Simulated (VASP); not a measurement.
# B19N18 (a cell with a defect) in VASP: single point with PBE

Aim: the single point of B19N18 (a cell with a defect) with PBE.

All numbers are computed with VASP 6.6.1; they aren't measurements. Logs are shortened: lines on timing, memory, paths and dates and some standing lists are left out, and cuts for length are marked.

### 1 The cell of the first run

The cell holds a defect, 37 atoms: a = 7.537 Å, b = 7.537 Å, c = 8.343 Å, α = 90.00°, β = 90.00°, γ = 120.00°.

### 2 Single point, PBE (with an interstitial atom, then relaxed in part)

INCAR reads:

```
SYSTEM = B19N18
PREC     = Accurate       ! precision mode
ENCUT    = 520            ! plane-wave cutoff, eV
EDIFF    = 1E-7           ! SCF threshold, eV
ISMEAR   = 0              ! smearing method
SIGMA    = 0.01           ! smearing width, eV
LREAL    = Auto         
LASPH    = .True.         ! aspherical terms in the spheres
NELM     = 100            ! most SCF steps
ALGO     = Normal         ! electronic algorithm
ISIF     = 2              ! what is computed and relaxed
LWAVE    = .False.        ! write WAVECAR
LCHARG   = .True.         ! write CHGCAR
GGA      = PE             ! functional
LELF     = .True.         ! ELF
LVHAR    = .True.       
NBANDS   = 98             ! bands
NELECT   = 146.0
```

KPOINTS reads:

```
regular mesh
0
Gamma
  2 2 2
  0 0 0
```

POSCAR reads:

```
B19N18
1.0
    3.7682717154     -6.5268380678      0.0000000000
   -7.5365434309      0.0000000000      0.0000000000
    0.0000000000      0.0000000000     -8.3431635353
B N
19 18
Direct
    0.4433322294      0.5604270877      0.7129763199
    0.1100203522      0.5604422099      0.7117943008
    0.7766597252      0.5604422035      0.7118349352
    0.4433144270      0.2270777137      0.7123671232
    0.1100009860      0.2270783350      0.7123654573
    0.7766614367      0.2270865787      0.7143632474
    0.4433290167      0.8937522991      0.7116980934
    0.1099897037      0.8937403187      0.7107000314
    0.7766610722      0.8937522232      0.7117275384
    0.5519849673      0.4459836779      0.2908609903
    0.2203846688      0.4459799345      0.2908633836
    0.8854096336      0.4444368943      0.2851320605
    0.5535901616      0.1126378279      0.2850361607
    0.2246403697      0.1228970272      0.2808995875
    0.8854354124      0.1126354892      0.2850284716
    0.5520533034      0.7777126723      0.2910421755
    0.2247171473      0.7734040868      0.2815265570
    0.8750809972      0.7734080943      0.2815021361
    0.1069975916     -0.1127020458      0.0680741082
    0.4414815002      0.5565758475      0.2918260667
    0.1082384336      0.5562737609      0.2866377784
    0.7744218753      0.5562761170      0.2866201286
    0.4417528580      0.2236011093      0.2861900430
    0.1082339488      0.2236020344      0.2861717071
    0.7748141913      0.2232424618      0.2838717466
    0.4417987650      0.8898587377      0.2866149699
    0.1081317856      0.8898809487      0.2482967541
    0.7744484691      0.8898567865      0.2866010207
    0.5544412438      0.4492991558      0.7124105793
    0.2210948884      0.4492983518      0.7123915621
    0.8877834809      0.4493291503      0.7127805803
    0.5544275685      0.1159575257      0.7129149285
    0.2211534664      0.1160714559      0.7085365290
    0.8877673440      0.1159589954      0.7129295280
    0.5544549990      0.7826708582      0.7120554996
    0.2211906665      0.7825961502      0.7072232066
    0.8876441707      0.7825971529      0.7072995466
```

Potentials or basis: VASP PAW PBE potentials, release 64 (B, N).

On the command line:

```console
$ cat potpaw_PBE.64/B/POTCAR potpaw_PBE.64/N/POTCAR > POTCAR
$ mpirun -np 1 vasp_std > vasp.out
```

OUTCAR:

```text
SYSTEM = B19N18
   PREC = Accurate
   ENCUT = 520
   EDIFF = 1E-7
   ISMEAR = 0
   LREAL = Auto
   LASPH = .True.
   NELM = 100
   ISIF = 2
   GGA = PE
   NELECT = 146.0

 ion  position               nearest neighbor table
   1  0.443  0.560  0.713-  29 1.45  30 1.45  35 1.45
   2  0.110  0.560  0.712-  30 1.45  36 1.45  31 1.45
   3  0.777  0.560  0.712-  29 1.45  37 1.45  31 1.45
   4  0.443  0.227  0.712-  33 1.45  29 1.45  32 1.45
   5  0.110  0.227  0.712-  33 1.45  30 1.45  34 1.45
   6  0.777  0.227  0.714-  34 1.45  32 1.45  31 1.45
[... 10 lines left out ...]
  17  0.225  0.773  0.282-  26 1.42  21 1.42  27 1.55
  18  0.875  0.773  0.282-  28 1.42  22 1.42  27 1.55
  19  0.107  0.887  0.068-  27 1.50
  20  0.441  0.557  0.292-  10 1.44  11 1.44  16 1.44
  21  0.108  0.556  0.287-  17 1.42  11 1.45  12 1.45
  22  0.774  0.556  0.287-  18 1.42  10 1.45  12 1.45
  23  0.442  0.224  0.286-  14 1.42  10 1.45  13 1.45
  24  0.108  0.224  0.286-  14 1.42  11 1.45  15 1.45
  25  0.775  0.223  0.284-  12 1.44  13 1.44  15 1.44
  26  0.442  0.890  0.287-  17 1.42  16 1.45  13 1.45
  27  0.108  0.890  0.248-  19 1.50  14 1.54  18 1.55  17 1.55
  28  0.774  0.890  0.287-  18 1.42  16 1.45  15 1.45
  29  0.554  0.449  0.712-   3 1.45   4 1.45   1 1.45
  30  0.221  0.449  0.712-   2 1.45   5 1.45   1 1.45
  31  0.888  0.449  0.713-   3 1.45   2 1.45   6 1.45
  32  0.554  0.116  0.713-   7 1.45   4 1.45   6 1.45
  33  0.221  0.116  0.709-   5 1.45   4 1.45   8 1.45
  34  0.888  0.116  0.713-   9 1.45   5 1.45   6 1.45
  35  0.554  0.783  0.712-   9 1.45   7 1.45   1 1.45
  36  0.221  0.783  0.707-   7 1.45   2 1.45   8 1.45
  37  0.888  0.783  0.707-   9 1.45   3 1.45   8 1.45

  LATTYP: Found a hexagonal cell.
 ALAT       =     7.5365434308
 C/A-ratio  =     1.1070278586

  Lattice vectors:

 A1 = (   3.7682717154,  -6.5268380678,   0.0000000000)
 A2 = (  -7.5365434309,   0.0000000000,   0.0000000000)
 A3 = (   0.0000000000,   0.0000000000,  -8.3431635353)

Analysis of symmetry for initial positions (statically):
=====================================================================
 Subroutine PRICEL returns:
 Original cell was already a primitive cell.

 Routine SETGRP: Setting up the symmetry group for a
 hexagonal supercell.

 Subroutine GETGRP returns: Found  1 space group operations
 (whereof  1 operations were pure point group operations)
 out of a pool of 24 trial point group operations.

The static configuration has the point symmetry C_1 .

Analysis of symmetry for dynamics (positions and initial velocities):
=====================================================================
 Subroutine PRICEL returns:
 Original cell was already a primitive cell.

 Routine SETGRP: Setting up the symmetry group for a
 hexagonal supercell.

 Subroutine GETGRP returns: Found  1 space group operations
 (whereof  1 operations were pure point group operations)
 out of a pool of 24 trial point group operations.

The dynamic configuration has the point symmetry C_1 .

 Subroutine INISYM returns: Found  1 space group operations
 (whereof  1 operations are pure point group operations),
 and found     1 'primitive' translations

----------------------------------------------------------------------------------------

                                     Primitive cell

  volume of cell :     410.3985

  direct lattice vectors                    reciprocal lattice vectors
     3.768271715 -6.526838068  0.000000000     0.000000000 -0.153213545  0.000000000
    -7.536543431  0.000000000  0.000000000    -0.132686822 -0.076606773  0.000000000
     0.000000000  0.000000000 -8.343163535     0.000000000  0.000000000 -0.119858612

  length of vectors
     7.536543431  7.536543431  8.343163535     0.153213545  0.153213545  0.119858612

  position of ions in fractional coordinates (direct lattice)
     0.443332229  0.560427088  0.712976320
     0.110020352  0.560442210  0.711794301
     0.776659725  0.560442204  0.711834935
     0.443314427  0.227077714  0.712367123
     0.110000986  0.227078335  0.712365457
     0.776661437  0.227086579  0.714363247
[... 29 lines left out ...]
     0.221190667  0.782596150  0.707223207
     0.887644171  0.782597153  0.707299547

  ion indices of the primitive-cell ions
   primitive index   ion index
                 1           1
                 2           2
                 3           3
                 4           4
                 5           5
                 6           6
[... 29 lines left out ...]
                36          36
                37          37

----------------------------------------------------------------------------------------

 KPOINTS: regular mesh

Automatic generation of k-mesh.
 Grid dimensions read from file:
 generate k-points for:    2    2    2

 Generating k-lattice:

  Cartesian coordinates                     Fractional coordinates (reciprocal lattice)
     0.000000000 -0.076606773  0.000000000     0.500000000  0.000000000  0.000000000
    -0.066343411 -0.038303386  0.000000000    -0.000000000  0.500000000  0.000000000
     0.000000000  0.000000000 -0.059929306     0.000000000  0.000000000  0.500000000

  Length of vectors
     0.076606773  0.076606773  0.059929306

  Shift w.r.t. Gamma in fractional coordinates (k-lattice)
     0.000000000  0.000000000  0.000000000

 Subroutine IBZKPT returns following result:
 ===========================================

 Found      8 irreducible k-points:

 Following reciprocal coordinates:
            Coordinates               Weight
  0.000000  0.000000  0.000000      1.000000
  0.500000  0.000000  0.000000      1.000000
  0.000000  0.500000  0.000000      1.000000
  0.500000  0.500000  0.000000      1.000000
  0.000000  0.000000  0.500000      1.000000
  0.500000  0.000000  0.500000      1.000000
  0.000000  0.500000  0.500000      1.000000
  0.500000  0.500000  0.500000      1.000000
   k-points           NKPTS =      8   k-points in BZ     NKDIM =      8   number of bands    NBANDS=     98
   number of dos      NEDOS =    301   number of ions     NIONS =     37
   total plane-waves  NPLWV = 200704
   dimension x,y,z NGX =    56 NGY =   56 NGZ =   64
   dimension x,y,z NGXF=   112 NGYF=  112 NGZF=  128
   ions per type =              19  18
   NGX,Y,Z   is equivalent  to a cutoff of  12.35, 12.35, 12.75 a.u.
   NGXF,Y,Z  is equivalent  to a cutoff of  24.71, 24.71, 25.51 a.u.
 SYSTEM =  B19N18
   PREC   = accura    normal or accurate (medium, high low for compatibility)
   ISTART =      0    job   : 0-new  1-cont  2-samecut
   ICHARG =      2    charge: 1-file 2-atom 10-const
   ISPIN  =      1    spin polarized calculation?
   LNONCOLLINEAR =      F non collinear calculations
   LSORBIT =      F    spin-orbit coupling
   LASPH  =      T    aspherical Exc in radial PAW
   ENCUT  =  520.0 eV  38.22 Ry    6.18 a.u.  14.01 14.01 15.51*2*pi/ulx,y,z
   NELM   =    100;   NELMIN=  2; NELMDL= -5     # of ELM steps
   EDIFF  = 0.1E-06   stopping-criterion for ELM
   LREAL  =      T    real-space projection
   EDIFFG = 0.1E-05   stopping-criterion for IOM
   NSW    =      0    number of steps for IOM
   IBRION =     -1    ionic relax: 0-MD 1-quasi-New 2-CG
   NFREE  =      0    steps in history (QN), initial steepest desc. (CG)
   ISIF   =      2    stress and relaxation
   ISYM   =      2    0-nonsym 1-usesym 2-fastsym
   POTIM  = 0.5000    time-step for ionic-motion
   TEBEG  =    0.0;   TEEND  =   0.0 temperature during run
   PSTRESS=    0.0 pullay stress
   NELECT =     146.0000    total number of electrons
   NUPDOWN=      -1.0000    fix difference up-down
   EMIN   =  10.00;   EMAX   =-10.00  energy-range for DOS
   EFERMI =   0.00;   METHOD = LEGACY
   ISMEAR =     0;   SIGMA  =   0.01  broadening in eV -4-tet -1-fermi 0-gaus
   EFERMI_NEDOS =   21; number of points for ismear=-14 and -15
   IALGO  =     38    algorithm
   IMIX   =      4    mixing-type and parameters
     AMIX     =   0.40;   BMIX     =  1.00
     AMIX_MAG =   1.60;   BMIX_MAG =  1.00
  volume/ion in A,a.u.               =      11.09        74.85
  Fermi-wavevector in a.u.,A,eV,Ry     =   1.159998  2.192078 18.307931  1.345595
  Thomas-Fermi vector in A             =   2.296585
   LORBIT       =      0    0 simple, 1 ext, 2 COOP (PROOUT), +10 PAW based schemes
   GGA     = PE    functional components
   LHFCALC =     F    Hartree Fock is set to
   AEXX    =    0.0000 exact exchange contribution
   IVDW    =     0    specifies the selected vdW correction
   LEPSILON=     F    determine dielectric tensor
   LRPA    =     F    only Hartree local field effects (RPA)
 non-spin polarized calculation
 Gauss-broadening in eV      SIGMA  =   0.01
  energy-cutoff  :      520.00
  volume of cell :      410.40
 maximum number of plane-waves:     11082
   NGX = 29   NGY = 29   NGZ = 31

 number of electron     146.0000005 magnetization

 Free energy of the ion-electron system (eV)
  ---------------------------------------------------
  ext. energy  EPLUGINS =         0.00000000
  ---------------------------------------------------
  free energy    TOTEN  =      -320.60059065 eV

  energy without entropy =     -320.60059065  energy(sigma->0) =     -320.60059065

 E-fermi :   1.6027     XC(G=0):  -8.7314

 val. band max:        1.5575651791   @ k =   0.0000   0.0000   0.5000
 cond. band min:       2.9078990117   @ k =   0.0000   0.5000   0.0000
 fundamental gap:      1.3503338326
 Fermi energy:         1.6027361303

 k-point     1 :       0.0000    0.0000    0.0000
  band No.  band energies     occupation
      1     -18.3181      2.00000
      2     -16.9366      2.00000
      3     -15.9907      2.00000
      4     -15.9593      2.00000
      5     -15.9574      2.00000
      6     -15.8878      2.00000
[... 77 lines left out ...]
     84       7.2379      0.00000
     85       7.4761      0.00000

 k-point     2 :       0.5000    0.0000    0.0000
  band No.  band energies     occupation
      1     -18.1673      2.00000
      2     -17.2267      2.00000
      3     -16.5978      2.00000
      4     -16.3439      2.00000
      5     -15.4883      2.00000
      6     -15.4693      2.00000
[... 517 lines left out ...]
     84       7.0074      0.00000
     85       7.0111      0.00000

 k-point     8 :       0.5000    0.5000    0.5000
  band No.  band energies     occupation
      1     -18.1672      2.00000
      2     -17.2266      2.00000
      3     -16.5978      2.00000
      4     -16.3438      2.00000
      5     -15.4900      2.00000
      6     -15.4696      2.00000
[... 77 lines left out ...]
     84       7.0082      0.00000
     85       7.0121      0.00000
 [bands above 85 left out]

------------------------ aborting loop because EDIFF is reached ----------------------------------------

  FORCE on cell =-STRESS in cart. coord.  units (eV):
  Direction    XX          YY          ZZ          XY          YZ          ZX
  --------------------------------------------------------------------------------------
  -------------------------------------------------------------------------------------
  Total       -2.3587817     -2.3217641     -6.0480682     -0.0281669     -0.0094978     -0.0162526
  in kB       -9.2085773     -9.0640621    -23.6113849     -0.1099622     -0.0370790     -0.0634493
  external PRESSURE =     -13.9613414 kB  Pullay stress =       0.0000000 kB

 VOLUME and BASIS-vectors are now :
 -----------------------------------------------------------------------------
  energy-cutoff  :      520.00
  volume of cell :      410.40
      direct lattice vectors                 reciprocal lattice vectors
     3.768271715 -6.526838068  0.000000000     0.000000000 -0.153213545  0.000000000
    -7.536543431  0.000000000  0.000000000    -0.132686822 -0.076606773  0.000000000
     0.000000000  0.000000000 -8.343163535     0.000000000  0.000000000 -0.119858612

 POSITION                                       TOTAL-FORCE (eV/Angst)
 -----------------------------------------------------------------------------------
     -2.55309     -2.89356     -5.94848         0.001204     -0.002096     -0.003414
     -3.80921     -0.71809     -5.93862        -0.001792      0.003502      0.000830
     -1.29713     -5.06913     -5.93896         0.000365     -0.003010      0.001727
     -0.04085     -2.89344     -5.94340        -0.000228     -0.004729      0.003808
     -1.29687     -0.71796     -5.94338        -0.004626      0.003715      0.002025
      1.21522     -5.06914     -5.96005        -0.002592     -0.003622     -0.003687
[... 29 lines left out ...]
     -5.06456     -1.44368     -5.90048         0.000147      0.004347     -0.006751
     -2.55319     -5.79351     -5.90112         0.003453     -0.001683     -0.006031
 -----------------------------------------------------------------------------------
    total drift:                               -0.002113     -0.000071      0.000862

  FREE ENERGIE OF THE ION-ELECTRON SYSTEM (eV)
  ---------------------------------------------------
  free  energy   TOTEN  =      -320.6005906513 eV

  energy  without entropy=     -320.6005906513  energy(sigma->0) =     -320.60059065
```

Run time: 14 min. Hardware: 1 thread of Oxide Virtual Turin-like, shared host; peak memory 0.55 GiB.

What came out:

```
Free energy   : -320.6006 eV
Largest force : 0.055 eV/Å
```

Forces on the atoms (eV/Å):
```
B    0.001 -0.002 -0.003
B   -0.002  0.004  0.001
B    0.000 -0.003  0.002
B    0.000 -0.005  0.004
B   -0.005  0.004  0.002
B   -0.003 -0.004 -0.004
B    0.002  0.002 -0.008
B    0.007  0.005  0.010
B    0.004  0.000 -0.009
B    0.002 -0.007  0.001
B   -0.007  0.005  0.001
B    0.001 -0.002 -0.003
B   -0.003 -0.009  0.001
B   -0.002 -0.003 -0.011
B   -0.011  0.003  0.003
B    0.000  0.003 -0.002
B    0.004  0.011 -0.006
B    0.011  0.001 -0.005
B   -0.008 -0.003  0.054
N   -0.003 -0.002  0.000
N   -0.002 -0.005  0.006
N   -0.005  0.001  0.005
N   -0.003  0.002  0.002
N    0.000 -0.004  0.002
N    0.001  0.000  0.000
N    0.009  0.002  0.004
N    0.005  0.002 -0.047
N    0.005  0.005  0.005
N    0.002  0.000 -0.002
N    0.001  0.001 -0.001
N   -0.001  0.000 -0.001
N   -0.005  0.001  0.003
N   -0.002 -0.002  0.000
N   -0.002 -0.005  0.003
N    0.003  0.002  0.005
N    0.000  0.004 -0.007
N    0.003 -0.002 -0.006
```

Caveat: the k points lie up to 0.48 Å⁻¹ apart; the cell carries a net charge on a neutralising background, which shifts energy and pressure; the cell differs from its parent crystal (with an interstitial atom, then relaxed in part); the cell is charged against a uniform background, so pressure and absolute levels hang on convention.
